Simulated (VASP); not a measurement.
Runs of VASP 6.6.1 on AgCl. Symmetry: Fm-3m, No. 225, cubic system. The conventional cell has a = 5.546 Å, b = 5.546 Å, c = 5.546 Å, α = 90.00°, β = 90.00°, γ = 90.00°. Ag (site symmetry m-3m) has 6 Cl at 2.77 Å within 3.7 Å. Within 3.7 Å of Cl (site symmetry m-3m) lie 6 Ag at 2.77 Å. 

```csv
task,level,potentials or basis,spin,gap on the mesh (eV),pressure (GPa)
electric field gradients,r2SCAN,"VASP PAW PBE potentials, release 64 (Ag, Cl)",off,1.47,-0.1
single point,PBE,"VASP PAW PBE potentials, release 64 (Ag, Cl)","non-collinear, zero start, SOC",-,1.4
electric field gradients,PBEsol,"VASP PAW PBE potentials, release 64 (Ag, Cl)",off,(a),(c)
electric field gradients,LDA,"VASP PAW LDA potentials, release 64 (Ag, Cl)",off,0.69,-5.6
single point,PBE,"VASP PAW PBE potentials, release 64 (Ag, Cl)",off,(b),1.5
```

Alike in all rows: cell as given; k mesh 9 × 9 × 9; cutoff (eV) 520; smearing fermi-dirac 0.01 eV.

Task: Estimate the missing entries.

Result: (a) 0.78; (b) 0.95; (c) -2.7.

Caveats: an odd mesh through Γ misses points on the zone boundary, where band edges can lie (at least some runs); the PAW data sets were made with another functional, which shifts forces and pressure a little (at least some runs); semilocal functionals underestimate gaps, and a narrow one can read as zero (at least some runs); the cell stands under tension (at least some runs).

A k mesh can miss the band edges, and rows without SOC leave out spin-orbit coupling on Ag.
